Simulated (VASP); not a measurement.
# MgS (v.bB) (Fm-3m) in VASP: single point with PBE

Aim: the single point of MgS (v.bB) with PBE.

Everything below comes from runs of VASP 6.6.1. Logs are shortened: lines on timing, memory, paths and dates and some standing lists are left out, and cuts for length are marked.

### 1 The cell of the first run

It takes space group Fm-3m (No. 225, cubic). The conventional cell has a = 5.230 Å, b = 5.230 Å, c = 5.230 Å, α = 90.00°, β = 90.00°, γ = 90.00°. Within 3.4 Å of Mg (site symmetry m-3m) lie 6 S at 2.61 Å. S (site symmetry m-3m) has 6 Mg at 2.61 Å within 3.4 Å.

### 2 Single point, PBE

INCAR reads:

```
PREC = Accurate
ENCUT = 600
EDIFF = 1E-6
ISMEAR = 0
SIGMA = 0.02
LREAL = F
LASPH = T
NELM = 120
ALGO = Normal
ISIF = 2
LWAVE = F
LCHARG = F
GGA = PE
NBANDS = 11
GGA_COMPAT = F
```

KPOINTS reads:

```
Automatic mesh
0
Gamma
  8 8 8
```

POSCAR reads:

```
MgS
1.0
    0.0000000000      2.6147705275      2.6147705275
    2.6147705275      0.0000000000      2.6147705275
    2.6147705275      2.6147705275      0.0000000000
Mg S
1 1
Direct
    0.0000000000      0.0000000000      0.0000000000
    0.5000000000      0.5000000000      0.5000000000
```

Potentials or basis: VASP PAW PBE potentials, release 64 (Mg, S).

On the command line:

```
cat potpaw_PBE.64/Mg/POTCAR potpaw_PBE.64/S/POTCAR > POTCAR
mpirun -np 1 vasp_std > vasp.out
```

OUTCAR:

```text
PREC = Accurate
   ENCUT = 600
   EDIFF = 1E-6
   ISMEAR = 0
   LREAL = F
   LASPH = T
   NELM = 120
   ISIF = 2
   GGA = PE

 ion  position               nearest neighbor table
   1  0.000  0.000  0.000-   2 2.61   2 2.61   2 2.61   2 2.61   2 2.61   2 2.61
   2  0.500  0.500  0.500-   1 2.61   1 2.61   1 2.61   1 2.61   1 2.61   1 2.61

  LATTYP: Found a face centered cubic cell.
 ALAT       =     5.2295410550

  Lattice vectors:

 A1 = (   0.0000000000,   2.6147705275,   2.6147705275)
 A2 = (   2.6147705275,   0.0000000000,   2.6147705275)
 A3 = (   2.6147705275,   2.6147705275,   0.0000000000)

Analysis of symmetry for initial positions (statically):
=====================================================================
 Subroutine PRICEL returns:
 Original cell was already a primitive cell.

 Routine SETGRP: Setting up the symmetry group for a
 face centered cubic supercell.

 Subroutine GETGRP returns: Found 48 space group operations
 (whereof 48 operations were pure point group operations)
 out of a pool of 48 trial point group operations.

The static configuration has the point symmetry O_h .

Analysis of symmetry for dynamics (positions and initial velocities):
=====================================================================
 Subroutine PRICEL returns:
 Original cell was already a primitive cell.

 Routine SETGRP: Setting up the symmetry group for a
 face centered cubic supercell.

 Subroutine GETGRP returns: Found 48 space group operations
 (whereof 48 operations were pure point group operations)
 out of a pool of 48 trial point group operations.

The dynamic configuration has the point symmetry O_h .

 Subroutine INISYM returns: Found 48 space group operations
 (whereof 48 operations are pure point group operations),
 and found     1 'primitive' translations

----------------------------------------------------------------------------------------

                                     Primitive cell

  volume of cell :      35.7545

  direct lattice vectors                    reciprocal lattice vectors
     0.000000000  2.614770528  2.614770528    -0.191221369  0.191221369  0.191221369
     2.614770528  0.000000000  2.614770528     0.191221369 -0.191221369  0.191221369
     2.614770528  2.614770528  0.000000000     0.191221369  0.191221369 -0.191221369

  length of vectors
     3.697843942  3.697843942  3.697843942     0.331205127  0.331205127  0.331205127

  position of ions in fractional coordinates (direct lattice)
     0.000000000  0.000000000  0.000000000
     0.500000000  0.500000000  0.500000000

  ion indices of the primitive-cell ions
   primitive index   ion index
                 1           1
                 2           2

----------------------------------------------------------------------------------------

 KPOINTS: Automatic mesh

Automatic generation of k-mesh.
 Grid dimensions read from file:
 generate k-points for:    8    8    8

 Generating k-lattice:

  Cartesian coordinates                     Fractional coordinates (reciprocal lattice)
    -0.023902671  0.023902671  0.023902671     0.125000000  0.000000000  0.000000000
     0.023902671 -0.023902671  0.023902671     0.000000000  0.125000000  0.000000000
     0.023902671  0.023902671 -0.023902671     0.000000000  0.000000000  0.125000000

  Length of vectors
     0.041400641  0.041400641  0.041400641

  Shift w.r.t. Gamma in fractional coordinates (k-lattice)
     0.000000000  0.000000000  0.000000000

 Subroutine IBZKPT returns following result:
 ===========================================

 Found     29 irreducible k-points:

 Following reciprocal coordinates:
            Coordinates               Weight
  0.000000  0.000000  0.000000      1.000000
  0.125000  0.000000  0.000000      8.000000
  0.250000  0.000000  0.000000      8.000000
  0.375000  0.000000  0.000000      8.000000
  0.500000  0.000000  0.000000      4.000000
  0.125000  0.125000  0.000000      6.000000
[... 16 lines left out ...]
  0.500000  0.250000  0.125000     48.000000
 -0.375000  0.250000  0.125000     24.000000
 [... further k-points ...]
   k-points           NKPTS =     29   k-points in BZ     NKDIM =     29   number of bands    NBANDS=     11
   number of dos      NEDOS =    301   number of ions     NIONS =      2
   total plane-waves  NPLWV =  27000
   dimension x,y,z NGX =    30 NGY =   30 NGZ =   30
   dimension x,y,z NGXF=    60 NGYF=   60 NGZF=   60
   ions per type =               1   1
   NGX,Y,Z   is equivalent  to a cutoff of  13.49, 13.49, 13.49 a.u.
   NGXF,Y,Z  is equivalent  to a cutoff of  26.97, 26.97, 26.97 a.u.
 SYSTEM =  unknown system
   PREC   = accura    normal or accurate (medium, high low for compatibility)
   ISTART =      0    job   : 0-new  1-cont  2-samecut
   ICHARG =      2    charge: 1-file 2-atom 10-const
   ISPIN  =      1    spin polarized calculation?
   LNONCOLLINEAR =      F non collinear calculations
   LSORBIT =      F    spin-orbit coupling
   LASPH  =      T    aspherical Exc in radial PAW
   ENCUT  =  600.0 eV  44.10 Ry    6.64 a.u.   7.39  7.39  7.39*2*pi/ulx,y,z
   NELM   =    120;   NELMIN=  2; NELMDL= -5     # of ELM steps
   EDIFF  = 0.1E-05   stopping-criterion for ELM
   LREAL  =      F    real-space projection
   EDIFFG = 0.1E-04   stopping-criterion for IOM
   NSW    =      0    number of steps for IOM
   IBRION =     -1    ionic relax: 0-MD 1-quasi-New 2-CG
   NFREE  =      0    steps in history (QN), initial steepest desc. (CG)
   ISIF   =      2    stress and relaxation
   ISYM   =      2    0-nonsym 1-usesym 2-fastsym
   POTIM  = 0.5000    time-step for ionic-motion
   TEBEG  =    0.0;   TEEND  =   0.0 temperature during run
   PSTRESS=    0.0 pullay stress
   NELECT =       8.0000    total number of electrons
   NUPDOWN=      -1.0000    fix difference up-down
   EMIN   =  10.00;   EMAX   =-10.00  energy-range for DOS
   EFERMI =   0.00;   METHOD = LEGACY
   ISMEAR =     0;   SIGMA  =   0.02  broadening in eV -4-tet -1-fermi 0-gaus
   EFERMI_NEDOS =   21; number of points for ismear=-14 and -15
   IALGO  =     38    algorithm
   IMIX   =      4    mixing-type and parameters
     AMIX     =   0.40;   BMIX     =  1.00
     AMIX_MAG =   1.60;   BMIX_MAG =  1.00
  volume/ion in A,a.u.               =      17.88       120.64
  Fermi-wavevector in a.u.,A,eV,Ry     =   0.993866  1.878135 13.439427  0.987770
  Thomas-Fermi vector in A             =   2.125778
   LORBIT       =      0    0 simple, 1 ext, 2 COOP (PROOUT), +10 PAW based schemes
   GGA     = PE    functional components
   LHFCALC =     F    Hartree Fock is set to
   AEXX    =    0.0000 exact exchange contribution
   IVDW    =     0    specifies the selected vdW correction
   LEPSILON=     F    determine dielectric tensor
   LRPA    =     F    only Hartree local field effects (RPA)
 non-spin polarized calculation
 Gauss-broadening in eV      SIGMA  =   0.02
  energy-cutoff  :      600.00
  volume of cell :       35.75
 maximum number of plane-waves:      1243
 NGX is ok and might be reduce to    30
   NGX = 15   NGY = 15   NGZ = 15

 number of electron       7.9999999 magnetization

 Free energy of the ion-electron system (eV)
  ---------------------------------------------------
  ext. energy  EPLUGINS =         0.00000000
  ---------------------------------------------------
  free energy    TOTEN  =        -8.50328078 eV

  energy without entropy =       -8.50328078  energy(sigma->0) =       -8.50328078

 E-fermi :   3.7614     XC(G=0):  -9.6262

 val. band max:        3.5915357423   @ k =   0.0000   0.0000   0.0000
 cond. band min:       6.3340236552   @ k =   0.5000   0.5000   0.0000
 fundamental gap:      2.7424879129
 Fermi energy:         3.7613916733

 k-point     1 :       0.0000    0.0000    0.0000
  band No.  band energies     occupation
      1      -8.9901      2.00000
      2       3.5915      2.00000
      3       3.5915      2.00000
      4       3.5915      2.00000
      5       7.1838      0.00000
      6      11.5550      0.00000
      7      11.5550      0.00000
      8      11.5550      0.00000
      9      13.9236      0.00000
     10      13.9236      0.00000
     11      16.0940      0.00000

 k-point     2 :       0.1250    0.0000    0.0000
  band No.  band energies     occupation
      1      -8.8428      2.00000
      2       2.5537      2.00000
      3       3.4938      2.00000
      4       3.4938      2.00000
      5       7.9919      0.00000
      6      11.2250      0.00000
      7      11.7948      0.00000
      8      11.7948      0.00000
      9      13.2780      0.00000
     10      13.2780      0.00000
     11      16.1752      0.00000

 k-point     3 :       0.2500    0.0000    0.0000
  band No.  band energies     occupation
      1      -8.4450      2.00000
      2       0.8224      2.00000
      3       3.2801      2.00000
      4       3.2801      2.00000
      5       8.4937      0.00000
      6      11.3944      0.00000
      7      11.3944      0.00000
      8      11.8109      0.00000
      9      13.8554      0.00000
     10      13.8554      0.00000
     11      15.3796      0.00000

 k-point     4 :       0.3750    0.0000    0.0000
  band No.  band energies     occupation
      1      -7.9617      2.00000
      2      -0.5927      2.00000
      3       3.0916      2.00000
      4       3.0916      2.00000
      5       8.2512      0.00000
      6      10.7268      0.00000
      7      10.7268      0.00000
      8      13.1970      0.00000
      9      15.1085      0.00000
     10      15.7955      0.00000
     11      15.7955      0.00000
[... 239 lines left out ...]
 k-point    22 :       0.3750    0.2500    0.1250
  band No.  band energies     occupation
      1      -8.1343      2.00000
      2       0.5629      2.00000
      3       2.1715      2.00000
      4       2.9348      2.00000
      5       9.3155      0.00000
      6      10.0964      0.00000
      7      10.6313      0.00000
      8      12.7208      0.00000
      9      13.6863      0.00000
     10      16.4943      0.00000
     11      18.3519      0.00000

 k-point    23 :       0.5000    0.2500    0.1250
  band No.  band energies     occupation
      1      -7.7271      2.00000
      2      -0.2565      2.00000
      3       1.6434      2.00000
      4       2.6284      2.00000
      5       9.1677      0.00000
      6       9.9520      0.00000
      7      11.3697      0.00000
      8      12.5165      0.00000
      9      15.1776      0.00000
     10      17.7623      0.00000
     11      18.3789      0.00000

 k-point    24 :      -0.3750    0.2500    0.1250
  band No.  band energies     occupation
      1      -7.5333      2.00000
      2      -0.6375      2.00000
      3       1.5019      2.00000
      4       2.4700      2.00000
      5       9.1244      0.00000
      6       9.6692      0.00000
      7      11.9607      0.00000
      8      12.9373      0.00000
      9      15.7911      0.00000
     10      16.7613      0.00000
     11      19.0620      0.00000

 [... further k-points ...]

------------------------ aborting loop because EDIFF is reached ----------------------------------------

  FORCE on cell =-STRESS in cart. coord.  units (eV):
  Direction    XX          YY          ZZ          XY          YZ          ZX
  --------------------------------------------------------------------------------------
  -------------------------------------------------------------------------------------
  Total       -0.0582677     -0.0582677     -0.0582677      0.0000000     -0.0000000      0.0000000
  in kB       -2.6110052     -2.6110052     -2.6110052      0.0000000     -0.0000000      0.0000000
  external PRESSURE =      -2.6110052 kB  Pullay stress =       0.0000000 kB

 VOLUME and BASIS-vectors are now :
 -----------------------------------------------------------------------------
  energy-cutoff  :      600.00
  volume of cell :       35.75
      direct lattice vectors                 reciprocal lattice vectors
     0.000000000  2.614770528  2.614770528    -0.191221369  0.191221369  0.191221369
     2.614770528  0.000000000  2.614770528     0.191221369 -0.191221369  0.191221369
     2.614770528  2.614770528  0.000000000     0.191221369  0.191221369 -0.191221369

 POSITION                                       TOTAL-FORCE (eV/Angst)
 -----------------------------------------------------------------------------------
      0.00000      0.00000      0.00000         0.000000      0.000000     -0.000000
      2.61477      2.61477      2.61477         0.000000      0.000000      0.000000
 -----------------------------------------------------------------------------------
    total drift:                               -0.000000     -0.000000      0.000000

  FREE ENERGIE OF THE ION-ELECTRON SYSTEM (eV)
  ---------------------------------------------------
  free  energy   TOTEN  =        -8.5032807779 eV

  energy  without entropy=       -8.5032807779  energy(sigma->0) =       -8.50328078
```

It took 18 s on 1 thread of Intel Xeon Platinum 8488C (Sapphire Rapids), shared host; peak memory 0.17 GiB.

Results:

```
Free energy            : -8.5033 eV
Pressure               : -0.3 GPa
Band gap on the k mesh : 2.74 eV, indirect (least direct gap 3.59 eV)
```

A k mesh can miss the band edges. PBE gaps usually lie below the measured ones, often by a third to a half.
